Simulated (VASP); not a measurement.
# Zn15Se16 (a cell with a defect) in VASP: single point with PBE

Aim: the single point of Zn15Se16 (a cell with a defect) with PBE.

Program: VASP 6.6.1. These are calculated values, not measurements. Logs are shortened: lines on timing, memory, paths and dates and some standing lists are left out, and cuts for length are marked.

**1. The cell of the first run**

The cell holds a defect, 31 atoms: a = 9.928 Å, b = 9.928 Å, c = 9.928 Å, α = 109.47°, β = 109.47°, γ = 109.47°.

**2. Single point, PBE**

Contents of INCAR:

```
SYSTEM = Zn15Se16
PREC     = Accurate       ! precision mode
ENCUT    = 520            ! plane-wave cutoff, eV
EDIFF    = 1E-6           ! SCF threshold, eV
ISMEAR   = 0              ! smearing method
SIGMA    = 0.02           ! smearing width, eV
LREAL    = Auto         
LASPH    = .True.         ! aspherical terms in the spheres
NELM     = 100            ! most SCF steps
ALGO     = Normal         ! electronic algorithm
ISIF     = 2              ! what is computed and relaxed
LWAVE    = .False.        ! write WAVECAR
LCHARG   = .False.        ! write CHGCAR
GGA      = PE             ! functional
NELECT   = 278.0        
NBANDS   = 159            ! bands
```

Contents of KPOINTS:

```
Automatic mesh
0
Gamma
  2 2 2
  0.5 0.5 0.5
```

Contents of POSCAR:

```
Zn15Se16
1.0
   -5.7317611784     -5.7317611784      5.7317611784
    5.7317611784      5.7317611784      5.7317611784
   -5.7317611784      5.7317611784     -5.7317611784
Zn Se
15 16
Direct
    0.2500000358      0.5241632382      0.1944648364
    0.5088757032      0.5070877710     -0.0040703022
    0.7622839410      0.5007246308      0.7478693488
    0.4918213464      0.7383283895      0.7539620660
    0.2500000358      0.0035547538      0.7615918326
    0.0081786380      0.4965069917      0.5121407555
    0.7472234740      0.7480063922      0.5027345715
    0.4958363427     -0.0000894141      0.5055679938
    0.2499999486      0.2602598841      0.5016621263
    0.0041636417      0.7540742479      0.2597315997
    0.7377159251     -0.0115593616      0.2355853564
    0.4864765668      0.2416553930      0.2400896439
    0.0135233304      0.0051786875      0.0036129384
    0.7527765665      0.2507829540      0.0055111333
   -0.0088758060      0.2482120165      0.7370539121
    0.0003225012      0.2513451721     -0.0057230228
    0.2499999486      0.2503355348      0.7490501377
    0.0136660439      0.5078788891      0.7624625074
    0.5008126491      0.2544805086      0.5025390819
    0.2500000358      0.5029078167      0.4864944496
   -0.0012989027      0.7482274412      0.5056965756
    0.7488652905      0.2512461624      0.2536893905
    0.4996774832      0.5010227067      0.2439544246
    0.2500000358      0.7747831533      0.2449624917
   -0.0008125775      0.0036678953      0.2517264685
    0.7571826294      0.5010975528      0.0010308350
    0.4863340278      0.7442128810     -0.0012034695
    0.2499999486     -0.0122476317      0.0004774274
    0.7511347500      0.7523808766      0.7548241047
    0.5012988871     -0.0004737636      0.7569954269
    0.7428173239     -0.0060851279      0.4938482103
```

Potentials or basis: VASP PAW PBE potentials, release 64 (Zn, Se).

Started as:

```sh
> cat potpaw_PBE.64/Zn/POTCAR potpaw_PBE.64/Se/POTCAR > POTCAR
> mpirun -np 1 vasp_std > vasp.out
```

OUTCAR:

```text
SYSTEM = Zn15Se16
   PREC = Accurate
   ENCUT = 520
   EDIFF = 1E-6
   ISMEAR = 0
   LREAL = Auto
   LASPH = .True.
   NELM = 100
   ISIF = 2
   GGA = PE
   NELECT = 278.0

 ion  position               nearest neighbor table
   1  0.250  0.524  0.194-  24 2.37  23 2.47  16 2.47
   2  0.509  0.507  0.996-  27 2.43  26 2.47  23 2.51  17 2.53
   3  0.762  0.501  0.748-  18 2.43  19 2.50  29 2.52  26 2.53
   4  0.492  0.738  0.754-  27 2.43  20 2.48  29 2.53  30 2.55
   5  0.250  0.004  0.762-  28 2.43  17 2.49  30 2.52  21 2.52
   6  0.008  0.497  0.512-  18 2.43  20 2.48  22 2.53  21 2.55
   7  0.747  0.748  0.503-  29 2.48  21 2.49  31 2.49  23 2.50
[... 8 lines left out ...]
  16  0.000  0.251  0.994-   1 2.47  14 2.50  15 2.51  13 2.52
  17  0.250  0.250  0.749-   9 2.49   5 2.49  15 2.53   2 2.53
  18  0.014  0.508  0.762-   3 2.43  15 2.43   6 2.43
  19  0.501  0.254  0.503-   3 2.50   9 2.51  12 2.52   8 2.52
  20  0.250  0.503  0.486-   9 2.46   4 2.48   6 2.48
  21  0.999  0.748  0.506-  10 2.48   7 2.49   5 2.52   6 2.55
  22  0.749  0.251  0.254-  14 2.48  11 2.52   6 2.53  12 2.53
  23  0.500  0.501  0.244-   1 2.47   7 2.50   2 2.51  12 2.52
  24  0.250  0.775  0.245-   1 2.37   8 2.44  10 2.44
  25  0.999  0.004  0.252-  11 2.50   9 2.51  13 2.52  10 2.52
  26  0.757  0.501  0.001-   2 2.47  14 2.49  10 2.51   3 2.53
  27  0.486  0.744  0.999-  11 2.43   2 2.43   4 2.43
  28  0.250  0.988  0.000-  13 2.42  12 2.42   5 2.43
  29  0.751  0.752  0.755-   7 2.48   3 2.52   4 2.53  13 2.53
  30  0.501  1.000  0.757-   8 2.48  14 2.49   5 2.52   4 2.55
  31  0.743  0.994  0.494-  15 2.47   7 2.49   8 2.51  11 2.53

  LATTYP: Found a body centered cubic cell.
 ALAT       =    11.4635223568

  Lattice vectors:

 A1 = (  -5.7317611784,  -5.7317611784,   5.7317611784)
 A2 = (   5.7317611784,   5.7317611784,   5.7317611784)
 A3 = (  -5.7317611784,   5.7317611784,  -5.7317611784)

Analysis of symmetry for initial positions (statically):
=====================================================================
 Subroutine PRICEL returns:
 Original cell was already a primitive cell.

 Routine SETGRP: Setting up the symmetry group for a
 body centered cubic supercell.

 Subroutine GETGRP returns: Found  2 space group operations
 (whereof  1 operations were pure point group operations)
 out of a pool of 48 trial point group operations.

The static configuration has the point symmetry C_1 .
 The point group associated with its full space group is C_1h.

Analysis of symmetry for dynamics (positions and initial velocities):
=====================================================================
 Subroutine PRICEL returns:
 Original cell was already a primitive cell.

 Routine SETGRP: Setting up the symmetry group for a
 body centered cubic supercell.

 Subroutine GETGRP returns: Found  2 space group operations
 (whereof  1 operations were pure point group operations)
 out of a pool of 48 trial point group operations.

The dynamic configuration has the point symmetry C_1 .
 The point group associated with its full space group is C_1h.

 Subroutine INISYM returns: Found  2 space group operations
 (whereof  1 operations are pure point group operations),
 and found     1 'primitive' translations

----------------------------------------------------------------------------------------

                                     Primitive cell

  volume of cell :     753.2242

  direct lattice vectors                    reciprocal lattice vectors
    -5.731761178 -5.731761178  5.731761178    -0.087233223  0.000000000  0.087233223
     5.731761178  5.731761178  5.731761178     0.000000000  0.087233223  0.087233223
    -5.731761178  5.731761178 -5.731761178    -0.087233223  0.087233223  0.000000000

  length of vectors
     9.927701578  9.927701578  9.927701578     0.123366407  0.123366407  0.123366407

  position of ions in fractional coordinates (direct lattice)
     0.250000036  0.524163238  0.194464836
     0.508875703  0.507087771  0.995929698
     0.762283941  0.500724631  0.747869349
     0.491821346  0.738328389  0.753962066
     0.250000036  0.003554754  0.761591833
     0.008178638  0.496506992  0.512140755
[... 23 lines left out ...]
     0.501298887  0.999526236  0.756995427
     0.742817324  0.993914872  0.493848210

  ion indices of the primitive-cell ions
   primitive index   ion index
                 1           1
                 2           2
                 3           3
                 4           4
                 5           5
                 6           6
[... 23 lines left out ...]
                30          30
                31          31

----------------------------------------------------------------------------------------

 KPOINTS: Automatic mesh

Automatic generation of k-mesh.
 Grid dimensions read from file:
 generate k-points for:    2    2    2

 Generating k-lattice:

  Cartesian coordinates                     Fractional coordinates (reciprocal lattice)
    -0.043616611  0.000000000  0.043616611     0.500000000  0.000000000  0.000000000
     0.000000000  0.043616611  0.043616611     0.000000000  0.500000000  0.000000000
    -0.043616611  0.043616611  0.000000000     0.000000000  0.000000000  0.500000000

  Length of vectors
     0.061683203  0.061683203  0.061683203

  Shift w.r.t. Gamma in fractional coordinates (k-lattice)
     0.500000000  0.500000000  0.500000000

 Subroutine IBZKPT returns following result:
 ===========================================

 Found      3 irreducible k-points:

 Following reciprocal coordinates:
            Coordinates               Weight
  0.250000  0.250000  0.250000      2.000000
 -0.250000  0.250000  0.250000      2.000000
  0.250000 -0.250000  0.250000      4.000000
   k-points           NKPTS =      3   k-points in BZ     NKDIM =      3   number of bands    NBANDS=    159
   number of dos      NEDOS =    301   number of ions     NIONS =     31
   total plane-waves  NPLWV = 512000
   dimension x,y,z NGX =    80 NGY =   80 NGZ =   80
   dimension x,y,z NGXF=   160 NGYF=  160 NGZF=  160
   ions per type =              15  16
   NGX,Y,Z   is equivalent  to a cutoff of  13.40, 13.40, 13.40 a.u.
   NGXF,Y,Z  is equivalent  to a cutoff of  26.79, 26.79, 26.79 a.u.
 SYSTEM =  Zn15Se16
   PREC   = accura    normal or accurate (medium, high low for compatibility)
   ISTART =      0    job   : 0-new  1-cont  2-samecut
   ICHARG =      2    charge: 1-file 2-atom 10-const
   ISPIN  =      1    spin polarized calculation?
   LNONCOLLINEAR =      F non collinear calculations
   LSORBIT =      F    spin-orbit coupling
   LASPH  =      T    aspherical Exc in radial PAW
   ENCUT  =  520.0 eV  38.22 Ry    6.18 a.u.  18.46 18.46 18.46*2*pi/ulx,y,z
   NELM   =    100;   NELMIN=  2; NELMDL= -5     # of ELM steps
   EDIFF  = 0.1E-05   stopping-criterion for ELM
   LREAL  =      T    real-space projection
   EDIFFG = 0.1E-04   stopping-criterion for IOM
   NSW    =      0    number of steps for IOM
   IBRION =     -1    ionic relax: 0-MD 1-quasi-New 2-CG
   NFREE  =      0    steps in history (QN), initial steepest desc. (CG)
   ISIF   =      2    stress and relaxation
   ISYM   =      2    0-nonsym 1-usesym 2-fastsym
   POTIM  = 0.5000    time-step for ionic-motion
   TEBEG  =    0.0;   TEEND  =   0.0 temperature during run
   PSTRESS=    0.0 pullay stress
   NELECT =     278.0000    total number of electrons
   NUPDOWN=      -1.0000    fix difference up-down
   EMIN   =  10.00;   EMAX   =-10.00  energy-range for DOS
   EFERMI =   0.00;   METHOD = LEGACY
   ISMEAR =     0;   SIGMA  =   0.02  broadening in eV -4-tet -1-fermi 0-gaus
   EFERMI_NEDOS =   21; number of points for ismear=-14 and -15
   IALGO  =     38    algorithm
   IMIX   =      4    mixing-type and parameters
     AMIX     =   0.40;   BMIX     =  1.00
     AMIX_MAG =   1.60;   BMIX_MAG =  1.00
  volume/ion in A,a.u.               =      24.30       163.97
  Fermi-wavevector in a.u.,A,eV,Ry     =   1.174307  2.219119 18.762395  1.378997
  Thomas-Fermi vector in A             =   2.310706
   LORBIT       =      0    0 simple, 1 ext, 2 COOP (PROOUT), +10 PAW based schemes
   GGA     = PE    functional components
   LHFCALC =     F    Hartree Fock is set to
   AEXX    =    0.0000 exact exchange contribution
   IVDW    =     0    specifies the selected vdW correction
   LEPSILON=     F    determine dielectric tensor
   LRPA    =     F    only Hartree local field effects (RPA)
 non-spin polarized calculation
 Gauss-broadening in eV      SIGMA  =   0.02
  energy-cutoff  :      520.00
  volume of cell :      753.22
 maximum number of plane-waves:     20329
 NGX is ok and might be reduce to    80
   NGX = 37   NGY = 37   NGZ = 37

 number of electron     278.0000005 magnetization

 Free energy of the ion-electron system (eV)
  ---------------------------------------------------
  ext. energy  EPLUGINS =         0.00000000
  ---------------------------------------------------
  free energy    TOTEN  =       -89.64273178 eV

  energy without entropy =      -89.64273178  energy(sigma->0) =      -89.64273178

 E-fermi :   1.2575     XC(G=0):  -9.1055

 val. band max:        1.1290429406   @ k =   0.2500   0.2500   0.2500
 cond. band min:       3.7564297530   @ k =   0.2500   0.2500   0.2500
 fundamental gap:      2.6273868124
 Fermi energy:         1.2574604161

 k-point     1 :       0.2500    0.2500    0.2500
  band No.  band energies     occupation
      1     -11.5656      2.00000
      2     -11.5476      2.00000
      3     -11.4832      2.00000
      4     -11.3597      2.00000
      5     -11.1348      2.00000
      6     -11.1009      2.00000
[... 143 lines left out ...]
    150       4.9108      0.00000
    151       4.9361      0.00000

 k-point     2 :      -0.2500    0.2500    0.2500
  band No.  band energies     occupation
      1     -11.7049      2.00000
      2     -11.4111      2.00000
      3     -11.3429      2.00000
      4     -11.3143      2.00000
      5     -11.2133      2.00000
      6     -11.1632      2.00000
[... 143 lines left out ...]
    150       5.1633      0.00000
    151       5.2264      0.00000

 k-point     3 :       0.2500   -0.2500    0.2500
  band No.  band energies     occupation
      1     -11.7076      2.00000
      2     -11.3806      2.00000
      3     -11.3480      2.00000
      4     -11.3094      2.00000
      5     -11.2737      2.00000
      6     -11.1630      2.00000
[... 143 lines left out ...]
    150       5.1829      0.00000
    151       5.2060      0.00000
 [bands above 151 left out]

------------------------ aborting loop because EDIFF is reached ----------------------------------------

  FORCE on cell =-STRESS in cart. coord.  units (eV):
  Direction    XX          YY          ZZ          XY          YZ          ZX
  --------------------------------------------------------------------------------------
  -------------------------------------------------------------------------------------
  Total       11.8551673     12.8003960     11.8551673     -0.0926397     -0.0926398     -0.2157751
  in kB       25.2170349     27.2276236     25.2170349     -0.1970532     -0.1970534     -0.4589735
  external PRESSURE =      25.8872311 kB  Pullay stress =       0.0000000 kB

 VOLUME and BASIS-vectors are now :
 -----------------------------------------------------------------------------
  energy-cutoff  :      520.00
  volume of cell :      753.22
      direct lattice vectors                 reciprocal lattice vectors
    -5.731761178 -5.731761178  5.731761178    -0.087233223  0.000000000  0.087233223
     5.731761178  5.731761178  5.731761178     0.000000000  0.087233223  0.087233223
    -5.731761178  5.731761178 -5.731761178    -0.087233223  0.087233223  0.000000000

 POSITION                                       TOTAL-FORCE (eV/Angst)
 -----------------------------------------------------------------------------------
      0.45681      2.68606      3.32269        -0.456938      0.294094     -0.456938
     -5.71868      5.69818      0.11483         0.046388      0.027460      0.018148
     -5.78580      2.78741      2.95265         0.011097     -0.018071      0.000395
     -2.90861      5.73445      2.72939         0.003178     -0.002746      0.052084
     -5.77783      2.95270     -2.91195         0.019207     -0.003468      0.019207
     -0.13649      5.73445     -0.04273         0.052084     -0.002746      0.003178
[... 23 lines left out ...]
     -1.48320      7.19464      4.26345         0.024395     -0.016163      0.008099
     -1.39139      4.26985      7.12391         0.004250      0.009045      0.023081
 -----------------------------------------------------------------------------------
    total drift:                                0.016764      0.026312      0.016278

  FREE ENERGIE OF THE ION-ELECTRON SYSTEM (eV)
  ---------------------------------------------------
  free  energy   TOTEN  =       -89.6427317807 eV

  energy  without entropy=      -89.6427317807  energy(sigma->0) =      -89.64273178
```

Run time: 17 min. Hardware: 1 thread of Intel Xeon Platinum 8488C (Sapphire Rapids), shared host; peak memory 1.1 GiB.

What came out:

```yaml
Free_energy: -89.6427 eV
Largest_force: 0.710 eV/Å
```

Forces on the atoms (eV/Å):
```
Zn  -0.457  0.294 -0.457
Zn   0.046  0.027  0.018
Zn   0.011 -0.018  0.000
Zn   0.003 -0.003  0.052
Zn   0.019 -0.003  0.019
Zn   0.052 -0.003  0.003
Zn   0.000  0.008  0.040
Zn   0.040 -0.032 -0.027
Zn   0.015 -0.022  0.015
Zn  -0.027 -0.032  0.040
Zn   0.000 -0.018  0.011
Zn  -0.016  0.002  0.008
Zn   0.008  0.002 -0.016
Zn   0.040  0.008  0.000
Zn   0.018  0.027  0.046
Se   0.028 -0.025 -0.052
Se   0.031 -0.001  0.031
Se   0.020  0.013  0.058
Se   0.006 -0.007 -0.002
Se   0.048 -0.022  0.048
Se   0.008 -0.016  0.024
Se   0.007 -0.010 -0.002
Se  -0.052 -0.025  0.028
Se   0.042 -0.130  0.042
Se  -0.002 -0.007  0.006
Se   0.023  0.009  0.004
Se   0.058  0.013  0.020
Se   0.002 -0.014  0.002
Se  -0.002 -0.010  0.007
Se   0.024 -0.016  0.008
Se   0.004  0.009  0.023
```

Caveat: the cell carries a net charge on a neutralising background, which shifts energy and pressure; the cell is charged against a uniform background, so pressure and absolute levels hang on convention.
